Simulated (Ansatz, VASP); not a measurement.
**One calculation of BP, two programs**

The input INCAR:

```
ALGO     = Normal         # electronic algorithm
EDIFF    = 1E-7           # SCF threshold, eV
ENCUT    = 520            # plane-wave cutoff, eV
GGA      = PE             # functional
ISIF     = 2              # what is computed and relaxed
ISMEAR   = 0              # smearing method
LASPH    = T              # aspherical terms in the spheres
LCHARG   = T              # write CHGCAR
LELF     = T              # ELF
LREAL    = F              # projectors in reciprocal space
LVHAR    = T            
LWAVE    = F              # write WAVECAR
NBANDS   = 11             # bands
NELM     = 60             # most SCF steps
PREC     = Accurate       # precision mode
SIGMA    = 0.02           # smearing width, eV
```

File KPOINTS:

```
k-points
0
Gamma
  10 10 10
```

Contents of POSCAR:

```
BP
1.0
    0.0000000000      2.2413182000      2.2413182000
    2.2413182000      0.0000000000      2.2413182000
    2.2413182000      2.2413182000      0.0000000000
B P
1 1
Direct
    0.0000000000      0.0000000000      0.0000000000
    0.7500000000      0.7500000000      0.7500000000
```

Input for Ansatz:

```yaml
crystal:
  lattice:
    - [0.0, 2.2413182, 2.2413182]
    - [2.2413182, 0.0, 2.2413182]
    - [2.2413182, 2.2413182, 0.0]
  atoms:
    - { symbol: B, position: [0.0, 0.0, 0.0] }
    - { symbol: P, position: [0.75, 0.75, 0.75] }
basis:
  ecutwfc: 420
kpoints:
  mp_grid: { grid: [10, 10, 10] }
hamiltonian:
  xc: pbe
scf:
  occupations: { method: gaussian, width: 0.02 }
output:
  forces: true
  stress: true
  eigenvalues: true
  populations: true
```

Alike in both runs: task single point; functional PBE; k mesh 10 × 10 × 10; occupations gaussian, width 0.02 eV; no spin polarisation.

```csv
,VASP,Ansatz
version,VASP 6.6.1,Ansatz 0.2.0
potentials or method,"VASP PAW PBE potentials, release 64 (B, P), cutoff 520 eV","scalar-relativistic, plane waves, PAW"
valence electrons in the cell,8,8
```

VASP gave:

```
gap on the k mesh at the Fermi level (eV) : 1.19
least direct gap on the mesh (eV)         : 3.46
pressure (GPa)                            : 7.4
```

Task: What did Ansatz give for the same quantities?

Result: gap on the k mesh at the Fermi level (eV): 1.19; least direct gap on the mesh (eV): 3.46; pressure (GPa): 7.7.

The functional is the same, so the differences come from potentials, cutoffs and numerics.
